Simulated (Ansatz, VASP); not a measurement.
**Two plane-wave programs on BaTe**

```
Ba Te
1.0
     4.15649    0.00000    0.00000
     0.00000    4.15649    0.00000
     0.00000    0.00000    4.15649
Ba Te
1 1
Direct
  0.00000 0.00000 0.00000
  0.50000 0.50000 0.50000
```

Change from the starting cell: volume scaled by 0.9405, PAW files.

Alike in both runs: task electric field gradients; functional PBE; k mesh 9 × 9 × 9; occupations fermi-dirac, width 0.05 eV; no spin polarisation.

```csv
,VASP,Ansatz
version,VASP 6.6.1,Ansatz 0.2.0
potentials or method,"VASP PAW PBE potentials, release 64 (Ba_sv, Te)","PAW with Ansatz's default frozen-core files, scalar-relativistic"
plane-wave cutoff (eV),520,420
valence electrons in the cell,16,26
```

|  | VASP | Ansatz | Ansatz less VASP |
| --- | --- | --- | --- |
| pressure (GPa) | 2.9 | 2.3 | -0.60 |

The functional is the same, so the differences come from potentials, cutoffs and numerics. VASP's potentials hold 16 valence electrons a cell and Ansatz's 26, so a difference there can come from the potentials and not from the codes.

Neither program's run includes spin-orbit coupling.
